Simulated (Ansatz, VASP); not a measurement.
# AlN: VASP beside Ansatz

The input INCAR:

```
SYSTEM = AlN
PREC = Accurate
ENCUT = 520
EDIFF = 1E-7
ISMEAR = 0
SIGMA = 0.02
LREAL = .FALSE.
LASPH = .TRUE.
NELM = 120
ALGO = Normal
ISIF = 2
LWAVE = .FALSE.
LCHARG = .FALSE.
GGA = PS
IBRION = 2
NSW = 60
EDIFFG = -0.002
GGA_COMPAT = .FALSE.
NELMIN = 4
```

Contents of KPOINTS:

```
regular mesh
0
G
  9 9 9
  0 0 0
```

POSCAR

```
AlN
1.0
    0.0334089885      2.2157592075      2.2157592075
    2.2157592075      0.0334089885      2.2157592075
    2.2157592075      2.2157592075      0.0334089885
Al N
1 1
Direct
    0.0009651336      0.0009651336      0.0009651336
    0.2490348664      0.2490348664      0.2490348664
```

Input for Ansatz:

```yaml
crystal:
  lattice:
    - [0.0334089885, 2.2157592075, 2.2157592075]
    - [2.2157592075, 0.0334089885, 2.2157592075]
    - [2.2157592075, 2.2157592075, 0.0334089885]
  atoms:
    - { symbol: Al, position: [0.0009651336, 0.0009651336, 0.0009651336] }
    - { symbol: "N", position: [0.2490348664, 0.2490348664, 0.2490348664] }
basis:
  ecutwfc: 420
kpoints:
  mp_grid: { grid: [9, 9, 9] }
hamiltonian:
  xc: pbesol
  pseudopotentials: { kind: paw, azcp: { folder: soft_1 } }
scf:
  occupations: { method: gaussian, width: 0.02 }
output:
  forces: true
  stress: true
  eigenvalues: true
relax:
  adjacent_minimum: "off"
  f_tol: 0.002
  max_steps: 40
```

Change from the starting cell: strained cell.

Alike in both runs: task relaxation of the atoms; functional PBEsol; k mesh 9 × 9 × 9; occupations gaussian, width 0.02 eV; no spin polarisation.

```csv
,VASP,Ansatz
version,VASP 6.6.1,Ansatz 0.2.0
potentials or method,"VASP PAW PBE potentials, release 64 (Al, N), cutoff 520 eV","scalar-relativistic, plane waves, PAW"
valence electrons in the cell,8,8
```

```csv
,VASP,Ansatz,Ansatz less VASP
"gap on the k mesh at the Fermi level, each at its own relaxed structure (eV)",3.28,3.29,+0.008
```

VASP's potentials were made for PBE, not for PBEsol, and Ansatz warns of the same on its side. Ansatz's warnings: stress scf threshold loose.
